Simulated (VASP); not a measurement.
# BeCu2GeSe4 (I-4) in VASP: further runs

BeCu2GeSe4 is run at these levels: r2SCAN, PBE; tasks: single point.

Program: VASP 6.6.1. These are calculated values, not measurements. Logs are shortened: lines on timing, memory, paths and dates and some standing lists are left out, and cuts for length are marked.

## (1) The cell of the first run

Symmetry: I-4, No. 82, tetragonal system. The conventional cell has a = 5.448 Å, b = 5.448 Å, c = 10.591 Å, α = 90.00°, β = 90.00°, γ = 90.00°. Cu (site symmetry -4) has 4 Se at 2.38 Å within 3.1 Å. Cu (site symmetry -4) has 4 Se at 2.37 Å within 3.1 Å. Within 2.9 Å of Be (site symmetry -4) lie 4 Se at 2.22 Å. Within 3.1 Å of Ge (site symmetry -4) lie 4 Se at 2.38 Å. Se (site symmetry 1) has 1 Be at 2.22 Å and 2 Cu at 2.37 to 2.38 Å and 1 Ge at 2.38 Å within 2.9 Å.

## (2) Single point, r2SCAN (19.65 Å³/atom)

File POSCAR:

```
BeCu2GeSe4
1.0
   -2.7239396133      2.7239396133      5.2955862254
    2.7239396133     -2.7239396133      5.2955862254
    2.7239396133      2.7239396133     -5.2955862254
Cu Be Ge Se
2 1 1 4
Direct
    0.0000000000      0.0000000000      0.0000000000
    0.7500000000      0.2500000000      0.5000000000
    0.2500000000      0.7500000000      0.5000000000
    0.5000000000      0.5000000000      0.0000000000
    0.1299135853      0.6303946154      1.0236232207
    0.3696053846      0.3932286054      0.4995189700
    0.6067713946      0.1062903646     -0.0236232207
    0.8937096354      0.8700864147      0.5004810300
```

File INCAR.step1:

```
SYSTEM = BeCu2GeSe4
ALGO = Normal
EDIFF = 1E-4
ENCUT = 520
GGA = PE
ISMEAR = 0
LASPH = .TRUE.
LCHARG = .FALSE.
LREAL = .FALSE.
LWAVE = .TRUE.
NBANDS = 41
NELM = 100
PREC = Accurate
SIGMA = 0.01
```

File INCAR.step2:

```
SYSTEM = BeCu2GeSe4
ALGO = Normal
EDIFF = 1E-6
ENCUT = 520
ISIF = 2
ISMEAR = 0
ISTART = 1
LASPH = .TRUE.
LCHARG = .FALSE.
LMIXTAU = .TRUE.
LREAL = .FALSE.
LWAVE = .FALSE.
METAGGA = R2SCAN
NBANDS = 41
NELM = 100
PREC = Accurate
SIGMA = 0.01
```

File KPOINTS:

```
k-points
0
G
  6 6 6
  0 0 0
```

Potentials or basis: VASP PAW PBE potentials, release 64 (Cu, Be, Ge_d, Se).

Run with:

```bash
$ cat potpaw_PBE.64/Cu/POTCAR potpaw_PBE.64/Be/POTCAR potpaw_PBE.64/Ge_d/POTCAR potpaw_PBE.64/Se/POTCAR > POTCAR
$ cp INCAR.step1 INCAR
$ mpirun -np 1 vasp_std > vasp.out
$ cp INCAR.step2 INCAR
$ mpirun -np 1 vasp_std > vasp.out
```

OUTCAR:

```text
SYSTEM = BeCu2GeSe4
   EDIFF = 1E-6
   ENCUT = 520
   ISIF = 2
   ISMEAR = 0
   ISTART = 1
   LASPH = .TRUE.
   LREAL = .FALSE.
   METAGGA = R2SCAN
   NELM = 100
   PREC = Accurate

 ion  position               nearest neighbor table
   1  0.000  0.000  0.000-   5 2.38   6 2.38   7 2.38   8 2.38
   2  0.750  0.250  0.500-   8 2.37   7 2.37   5 2.37   6 2.37
   3  0.250  0.750  0.500-   6 2.22   7 2.22   8 2.22   5 2.22
   4  0.500  0.500  0.000-   6 2.38   7 2.38   8 2.38   5 2.38
   5  0.130  0.630  0.024-   3 2.22   2 2.37   1 2.38   4 2.38
   6  0.370  0.393  0.500-   3 2.22   2 2.37   1 2.38   4 2.38
   7  0.607  0.106  0.976-   3 2.22   2 2.37   1 2.38   4 2.38
   8  0.894  0.870  0.500-   3 2.22   2 2.37   1 2.38   4 2.38

  LATTYP: Found a body centered tetragonal cell.
 ALAT       =     5.4478792266
 C/A-ratio  =     1.9440909041

  Lattice vectors:

 A1 = (  -2.7239396133,   2.7239396133,   5.2955862254)
 A2 = (   2.7239396133,  -2.7239396133,   5.2955862254)
 A3 = (   2.7239396133,   2.7239396133,  -5.2955862254)

Analysis of symmetry for initial positions (statically):
=====================================================================
 Subroutine PRICEL returns:
 Original cell was already a primitive cell.

 Routine SETGRP: Setting up the symmetry group for a
 body centered tetragonal supercell.

 Subroutine GETGRP returns: Found  4 space group operations
 (whereof  4 operations were pure point group operations)
 out of a pool of 16 trial point group operations.

The static configuration has the point symmetry S_4 .

Analysis of symmetry for dynamics (positions and initial velocities):
=====================================================================
 Subroutine PRICEL returns:
 Original cell was already a primitive cell.

 Routine SETGRP: Setting up the symmetry group for a
 body centered tetragonal supercell.

 Subroutine GETGRP returns: Found  4 space group operations
 (whereof  4 operations were pure point group operations)
 out of a pool of 16 trial point group operations.

The dynamic configuration has the point symmetry S_4 .

 Subroutine INISYM returns: Found  4 space group operations
 (whereof  4 operations are pure point group operations),
 and found     1 'primitive' translations

----------------------------------------------------------------------------------------

                                     Primitive cell

  volume of cell :     157.1698

  direct lattice vectors                    reciprocal lattice vectors
    -2.723939613  2.723939613  5.295586225     0.000000000  0.183557667  0.094418253
     2.723939613 -2.723939613  5.295586225     0.183557667  0.000000000  0.094418253
     2.723939613  2.723939613 -5.295586225     0.183557667  0.183557667  0.000000000

  length of vectors
     6.548505746  6.548505746  6.548505746     0.206417595  0.206417595  0.259589742

  position of ions in fractional coordinates (direct lattice)
     0.000000000  0.000000000  0.000000000
     0.750000000  0.250000000  0.500000000
     0.250000000  0.750000000  0.500000000
     0.500000000  0.500000000  0.000000000
     0.129913585  0.630394615  0.023623221
     0.369605385  0.393228605  0.499518970
     0.606771395  0.106290365  0.976376779
     0.893709635  0.870086415  0.500481030

  ion indices of the primitive-cell ions
   primitive index   ion index
                 1           1
                 2           2
                 3           3
                 4           4
                 5           5
                 6           6
                 7           7
                 8           8

----------------------------------------------------------------------------------------

 KPOINTS: k-points

Automatic generation of k-mesh.
 Grid dimensions read from file:
 generate k-points for:    6    6    6

 Generating k-lattice:

  Cartesian coordinates                     Fractional coordinates (reciprocal lattice)
     0.000000000  0.030592944  0.015736375     0.166666667 -0.000000000  0.000000000
     0.030592944  0.000000000  0.015736375    -0.000000000  0.166666667  0.000000000
     0.030592944  0.030592944  0.000000000     0.000000000  0.000000000  0.166666667

  Length of vectors
     0.034402933  0.034402933  0.043264957

  Shift w.r.t. Gamma in fractional coordinates (k-lattice)
     0.000000000  0.000000000  0.000000000

 Subroutine IBZKPT returns following result:
 ===========================================

 Found     36 irreducible k-points:

 Following reciprocal coordinates:
            Coordinates               Weight
  0.000000  0.000000  0.000000      1.000000
  0.166667 -0.000000  0.000000      8.000000
  0.333333  0.000000  0.000000      8.000000
  0.500000  0.000000  0.000000      4.000000
  0.166667  0.166667  0.000000      8.000000
  0.333333  0.166667  0.000000      8.000000
[... 16 lines left out ...]
  0.333333 -0.333333  0.166667      4.000000
 -0.166667  0.333333  0.166667      8.000000
 [... further k-points ...]
   k-points           NKPTS =     36   k-points in BZ     NKDIM =     36   number of bands    NBANDS=     41
   number of dos      NEDOS =    301   number of ions     NIONS =      8
   total plane-waves  NPLWV = 125000
   dimension x,y,z NGX =    50 NGY =   50 NGZ =   50
   dimension x,y,z NGXF=   100 NGYF=  100 NGZF=  100
   ions per type =               2   1   1   4
   NGX,Y,Z   is equivalent  to a cutoff of  12.69, 12.69, 12.69 a.u.
   NGXF,Y,Z  is equivalent  to a cutoff of  25.39, 25.39, 25.39 a.u.
 SYSTEM =  BeCu2GeSe4
   PREC   = accura    normal or accurate (medium, high low for compatibility)
   ISTART =      1    job   : 0-new  1-cont  2-samecut
   ICHARG =      0    charge: 1-file 2-atom 10-const
   ISPIN  =      1    spin polarized calculation?
   LNONCOLLINEAR =      F non collinear calculations
   LSORBIT =      F    spin-orbit coupling
   LASPH  =      T    aspherical Exc in radial PAW
   ENCUT  =  520.0 eV  38.22 Ry    6.18 a.u.  12.18 12.18 12.18*2*pi/ulx,y,z
   NELM   =    100;   NELMIN=  2; NELMDL=  0     # of ELM steps
   EDIFF  = 0.1E-05   stopping-criterion for ELM
   LREAL  =      F    real-space projection
   EDIFFG = 0.1E-04   stopping-criterion for IOM
   NSW    =      0    number of steps for IOM
   IBRION =     -1    ionic relax: 0-MD 1-quasi-New 2-CG
   NFREE  =      0    steps in history (QN), initial steepest desc. (CG)
   ISIF   =      2    stress and relaxation
   ISYM   =      2    0-nonsym 1-usesym 2-fastsym
   POTIM  = 0.5000    time-step for ionic-motion
   TEBEG  =    0.0;   TEEND  =   0.0 temperature during run
   PSTRESS=    0.0 pullay stress
   NELECT =      62.0000    total number of electrons
   NUPDOWN=      -1.0000    fix difference up-down
   EMIN   =  10.00;   EMAX   =-10.00  energy-range for DOS
   EFERMI =   0.00;   METHOD = LEGACY
   ISMEAR =     0;   SIGMA  =   0.01  broadening in eV -4-tet -1-fermi 0-gaus
   EFERMI_NEDOS =   21; number of points for ismear=-14 and -15
   IALGO  =     38    algorithm
   IMIX   =      4    mixing-type and parameters
     AMIX     =   0.40;   BMIX     =  1.00
     AMIX_MAG =   1.60;   BMIX_MAG =  1.00
  volume/ion in A,a.u.               =      19.65       132.58
  Fermi-wavevector in a.u.,A,eV,Ry     =   1.200648  2.268896 19.613558  1.441556
  Thomas-Fermi vector in A             =   2.336478
   LORBIT       =      0    0 simple, 1 ext, 2 COOP (PROOUT), +10 PAW based schemes
   METAGGA = R2SCAN    functional components
   LHFCALC =     F    Hartree Fock is set to
   AEXX    =    0.0000 exact exchange contribution
   IVDW    =     0    specifies the selected vdW correction
   LEPSILON=     F    determine dielectric tensor
   LRPA    =     F    only Hartree local field effects (RPA)
 non-spin polarized calculation
 Gauss-broadening in eV      SIGMA  =   0.01
  energy-cutoff  :      520.00
  volume of cell :      157.17
 maximum number of plane-waves:      4260
 NGX is ok and might be reduce to    50
   NGX = 25   NGY = 25   NGZ = 25

 number of electron      61.9999995 magnetization

 Free energy of the ion-electron system (eV)
  ---------------------------------------------------
  ext. energy  EPLUGINS =         0.00000000
  ---------------------------------------------------
  free energy    TOTEN  =      -100.75332253 eV

  energy without entropy =     -100.75332253  energy(sigma->0) =     -100.75332253

 E-fermi :   4.4431     XC(G=0): -10.3967

 val. band max:        4.3734552129   @ k =   0.0000   0.0000   0.0000
 cond. band min:       5.0918053982   @ k =   0.5000   0.5000   0.0000
 fundamental gap:      0.7183501853
 Fermi energy:         4.4430512838

 k-point     1 :       0.0000    0.0000    0.0000
  band No.  band energies     occupation
      1     -22.0615      2.00000
      2     -22.0586      2.00000
      3     -22.0586      2.00000
      4     -22.0228      2.00000
      5     -22.0161      2.00000
      6     -11.3694      2.00000
[... 33 lines left out ...]
     40       9.9412      0.00000
     41      11.4833      0.00000

 k-point     2 :       0.1667   -0.0000    0.0000
  band No.  band energies     occupation
      1     -22.0615      2.00000
      2     -22.0586      2.00000
      3     -22.0586      2.00000
      4     -22.0228      2.00000
      5     -22.0161      2.00000
      6     -11.2692      2.00000
[... 33 lines left out ...]
     40      10.1903      0.00000
     41      11.0660      0.00000

 k-point     3 :       0.3333    0.0000    0.0000
  band No.  band energies     occupation
      1     -22.0615      2.00000
      2     -22.0586      2.00000
      3     -22.0586      2.00000
      4     -22.0227      2.00000
      5     -22.0161      2.00000
      6     -11.0007      2.00000
[... 875 lines left out ...]
      2     -22.0586      2.00000
      3     -22.0586      2.00000
      4     -22.0227      2.00000
      5     -22.0161      2.00000
      6     -10.7409      2.00000
[... 33 lines left out ...]
     40      10.6183      0.00000
     41      10.8689      0.00000

 k-point    24 :      -0.1667    0.3333    0.1667
  band No.  band energies     occupation
      1     -22.0616      2.00000
      2     -22.0587      2.00000
      3     -22.0586      2.00000
      4     -22.0227      2.00000
      5     -22.0161      2.00000
      6     -10.7841      2.00000
[... 33 lines left out ...]
     40      10.7678      0.00000
     41      11.1447      0.00000

 [... further k-points ...]

------------------------ aborting loop because EDIFF is reached ----------------------------------------

  FORCE on cell =-STRESS in cart. coord.  units (eV):
  Direction    XX          YY          ZZ          XY          YZ          ZX
  --------------------------------------------------------------------------------------
  -------------------------------------------------------------------------------------
  Total        2.4873806      2.4873806      2.4479487     -0.0000104      0.0000000      0.0000000
  in kB       25.3561805     25.3561805     24.9542153     -0.0001056      0.0000000      0.0000000
  external PRESSURE =      25.2221921 kB  Pullay stress =       0.0000000 kB

 VOLUME and BASIS-vectors are now :
 -----------------------------------------------------------------------------
  energy-cutoff  :      520.00
  volume of cell :      157.17
      direct lattice vectors                 reciprocal lattice vectors
    -2.723939613  2.723939613  5.295586225     0.000000000  0.183557667  0.094418253
     2.723939613 -2.723939613  5.295586225     0.183557667  0.000000000  0.094418253
     2.723939613  2.723939613 -5.295586225     0.183557667  0.183557667  0.000000000

 POSITION                                       TOTAL-FORCE (eV/Angst)
 -----------------------------------------------------------------------------------
      0.00000      0.00000      0.00000         0.000000     -0.000000     -0.000000
      0.00000      2.72394      2.64779         0.000000     -0.000000      0.000000
      2.72394      0.00000      2.64779         0.000000     -0.000000      0.000000
      0.00000      0.00000      5.29559         0.000000     -0.000000      0.000000
      1.42763     -1.29893      3.90118         0.037091     -0.018029     -0.031434
      1.42501      1.29631      1.39441        -0.018029     -0.037091      0.031434
      1.29631      4.02287     -1.39441        -0.037091      0.018029     -0.031434
      1.29893      1.42763      6.68999         0.018029      0.037091      0.031434
 -----------------------------------------------------------------------------------
    total drift:                                0.000365      0.000373     -0.000060

  FREE ENERGIE OF THE ION-ELECTRON SYSTEM (eV)
  ---------------------------------------------------
  free  energy   TOTEN  =      -100.7533225310 eV

  energy  without entropy=     -100.7533225310  energy(sigma->0) =     -100.75332253
```

It took 11 min on 1 thread of Intel Xeon 6975P-C (Granite Rapids), shared host; peak memory 0.52 GiB.

What came out:

- Free energy: -100.7533 eV
- Pressure: 2.5 GPa
- Largest force: 0.052 eV/Å
- Band gap on the k mesh: 0.72 eV (least direct gap 0.84 eV)

Forces in eV/Å, atoms in the order of the input:
```
Cu   0.000  0.000  0.000
Cu   0.000  0.000  0.000
Be   0.000  0.000  0.000
Ge   0.000  0.000  0.000
Se   0.037 -0.018 -0.031
Se  -0.018 -0.037  0.031
Se  -0.037  0.018 -0.031
Se   0.018  0.037  0.031
```

Caveat: semilocal functionals underestimate gaps, and a narrow one can read as zero; the PAW data sets were made with another functional, which shifts forces and pressure a little.

## (3) Single point, r2SCAN

This run uses another cell than the first one, of 20.25 Å³/atom.

Edit POSCAR of step 2 so:

```diff
@@ -2,5 +2,5 @@
 1.0
-   -2.7239396133      2.7239396133      5.2955862254
-    2.7239396133     -2.7239396133      5.2955862254
-    2.7239396133      2.7239396133     -5.2955862254
+   -2.7517368354      2.7517368354      5.3496265519
+    2.7517368354     -2.7517368354      5.3496265519
+    2.7517368354      2.7517368354     -5.3496265519
 Cu Be Ge Se
```

File INCAR.step1:

```
  PREC = Accurate
  ENCUT = 520
  ISMEAR = 0
  SIGMA = 0.01
  LREAL = F
  LASPH = T
  NELM = 80
  NBANDS = 41
  GGA = PE
  ALGO = Normal
  EDIFF = 1E-4
  LWAVE = T
  LCHARG = F
```

File INCAR.step2:

```
  PREC = Accurate
  ENCUT = 520
  EDIFF = 1E-7
  ISMEAR = 0
  SIGMA = 0.01
  LREAL = F
  LASPH = T
  NELM = 80
  ALGO = Normal
  ISIF = 2
  LWAVE = F
  LCHARG = F
  METAGGA = R2SCAN
  LMIXTAU = T
  NBANDS = 41
  ISTART = 1
```

File KPOINTS:

```
regular mesh
0
Gamma
  6 6 6
```

Potentials or basis: VASP PAW PBE potentials, release 64 (Cu, Be, Ge_d, Se).

Run with:

```bash
$ cat potpaw_PBE.64/Cu/POTCAR potpaw_PBE.64/Be/POTCAR potpaw_PBE.64/Ge_d/POTCAR potpaw_PBE.64/Se/POTCAR > POTCAR
$ cp INCAR.step1 INCAR
$ mpirun -np 1 vasp_std > vasp.out
$ cp INCAR.step2 INCAR
$ mpirun -np 1 vasp_std > vasp.out
```

Wall time 12 min (1 thread of Intel Xeon 6975P-C (Granite Rapids), shared host); peak memory 0.52 GiB.

The run converged. Its results:

| Quantity | Value |
| --- | --- |
| Free energy | -100.7934 eV |
| Pressure | 0.1 GPa |
| Largest force | 0.006 eV/Å |
| Band gap on the k mesh | 0.62 eV (least direct gap 0.71 eV) |

Forces in eV/Å, atoms in the order of the input:
```
Cu   0.000  0.000  0.000
Cu   0.000  0.000  0.000
Be   0.000  0.000  0.000
Ge   0.000  0.000  0.000
Se  -0.005  0.000  0.004
Se   0.000  0.005 -0.004
Se   0.005  0.000  0.004
Se   0.000 -0.005 -0.004
```

Levels at points of the mesh, in eV from the valence-band top:
```
           k point  band 28  band 29  band 30  band 31  band 32  band 33  band 34  band 35
(0.00, 0.00, 0.00)    -1.56    -0.13    -0.13     0.00     0.71     1.97     3.27     3.58
(0.50, 0.00, 0.00)    -1.35    -1.27    -1.08    -0.55     1.62     3.05     3.50     4.46
(0.50, 0.50, 0.00)    -0.81    -0.80    -0.58    -0.42     0.62     2.98     3.16     3.93
(0.50, 0.50, 0.50)    -1.25    -1.09    -0.94    -0.94     1.10     2.10     2.10     2.56
```

Caveat: semilocal functionals underestimate gaps, and a narrow one can read as zero; the PAW data sets were made with another functional, which shifts forces and pressure a little. A k mesh can miss the band edges.

## (4) Single point, PBE (19.60 Å³/atom)

This run uses another cell than the first one, of 19.60 Å³/atom.

File INCAR:

```
  PREC = Accurate
  ENCUT = 520
  EDIFF = 1E-6
  ISMEAR = 0
  SIGMA = 0.01
  LREAL = False
  LASPH = True
  NELM = 100
  ALGO = Normal
  ISIF = 2
  LWAVE = False
  LCHARG = False
  GGA = PE
  NBANDS = 41
```

KPOINTS is that of step 3.

File POSCAR:

```
BeCu2GeSe4
1.0
   -2.7202213866      2.7202213866      5.2983524923
    2.7202213866     -2.7202213866      5.2983524923
    2.7202213866      2.7202213866     -5.2983524923
Cu Be Ge Se
2 1 1 4
Direct
    0.0000000000      0.0000000000      0.0000000000
    0.7500000000      0.2500000000      0.5000000000
    0.2500000000      0.7500000000      0.5000000000
    0.5000000000      0.5000000000      0.0000000000
    0.1279573521      0.6316885860      1.0251486761
    0.3683114140      0.3934600901      0.4962687661
    0.6065399099      0.1028086761     -0.0251486761
    0.8971913239      0.8720426479      0.5037312339
```

Run with:

```bash
$ cat potpaw_PBE.64/Cu/POTCAR potpaw_PBE.64/Be/POTCAR potpaw_PBE.64/Ge_d/POTCAR potpaw_PBE.64/Se/POTCAR > POTCAR
$ mpirun -np 1 vasp_std > vasp.out
```

Run time: 4 min. Hardware: 1 thread of Intel Xeon 6975P-C (Granite Rapids), shared host; peak memory 0.48 GiB.

The run converged. Its results:

| Item | Value |
| --- | --- |
| Free energy | -32.6446 eV |
| Pressure | 4.8 GPa |
| Largest force | 0.079 eV/Å |
| Band gap on the k mesh | 0.44 eV (least direct gap 0.51 eV) |

Forces on the atoms (eV/Å):
```
Cu   0.000  0.000  0.000
Cu   0.000  0.000  0.000
Be   0.000  0.000  0.000
Ge   0.000  0.000  0.000
Se   0.061  0.007 -0.051
Se   0.007 -0.061  0.051
Se  -0.061 -0.007 -0.051
Se  -0.007  0.061  0.051
```

Stress tensor (GPa, compression positive):
```
4.85 0.00 0.00
0.00 4.85 0.00
0.00 0.00 4.72
```

Levels at points of the mesh, in eV from the valence-band top:
| k point | band 27 | band 28 | band 29 | band 30 | band 31 | band 32 | band 33 | band 34 | band 35 | band 36 |
| --- | --- | --- | --- | --- | --- | --- | --- | --- | --- | --- |
| (0.00, 0.00, 0.00) | -1.84 | -1.71 | -0.11 | -0.11 | 0.00 | 0.51 | 1.70 | 2.95 | 3.30 | 3.30 |
| (0.50, 0.00, 0.00) | -1.53 | -1.47 | -1.38 | -1.18 | -0.59 | 1.48 | 2.77 | 3.26 | 4.21 | 4.44 |
| (0.50, 0.50, 0.00) | -1.55 | -0.87 | -0.84 | -0.62 | -0.43 | 0.44 | 2.69 | 2.92 | 3.66 | 3.94 |
| (0.50, 0.50, 0.50) | -1.42 | -1.35 | -1.21 | -1.00 | -1.00 | 0.90 | 1.80 | 1.80 | 2.27 | 3.49 |

Caveat: the cell stands under pressure; semilocal functionals underestimate gaps, and a narrow one can read as zero. A k mesh can miss the band edges.

(Continued in part 2 of 2.)
